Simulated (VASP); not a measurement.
A run of VASP 6.6.1 is set up as follows.

File INCAR:

```
SYSTEM = Sb4C3
PREC = Accurate
ENCUT = 520
EDIFF = 1E-6
ISMEAR = 0
SIGMA = 0.1
LREAL = .FALSE.
LASPH = .TRUE.
NELM = 100
ALGO = Normal
ISIF = 2
LWAVE = .FALSE.
LCHARG = .FALSE.
GGA = PE
NBANDS = 25
```

KPOINTS

```
regular mesh
0
G
  6 6 6
  0 0 0
```

Contents of POSCAR:

```
Sb4C3
1.0
    0.0000000000      5.0946242317      5.0946242317
    5.0946242317      0.0000000000      5.0946242317
    5.0946242317      5.0946242317      0.0000000000
Sb C
4 3
Direct
    0.8760119230      0.3719642309      0.8760119230
    0.8760119230      0.8760119230      0.8760119230
    0.3719642309      0.8760119230      0.8760119230
    0.8760119230      0.8760119230      0.3719642309
    0.0000000000      0.0000000000      0.0000000000
    0.2500000000      0.2500000000      0.2500000000
    0.7500000000      0.7500000000      0.7500000000
```

Potentials or basis: VASP PAW PBE potentials, release 64 (Sb, C).

Command:

```console
$ cat potpaw_PBE.64/Sb/POTCAR potpaw_PBE.64/C/POTCAR > POTCAR
$ mpirun -np 1 vasp_std > vasp.out
```

**Question.** Estimate the pressure.

**Answer.** 0.1 GPa.

**Question.** Predict the largest force.

**Answer.** 0.008 eV/Å.

**Question.** Predict the band gap on the k mesh.

**Answer.** Zero (bands 16 and 17 overlap by 0.52 eV).

Forces in eV/Å, atoms in the order of the input:
```
Sb   0.005 -0.005  0.005
Sb  -0.005 -0.005 -0.005
Sb  -0.005  0.005  0.005
Sb   0.005  0.005 -0.005
C    0.000  0.000  0.000
C    0.000  0.000  0.000
C    0.000  0.000  0.000
```

Caveat: spin-orbit coupling is left out, which moves the levels of the heavy elements.
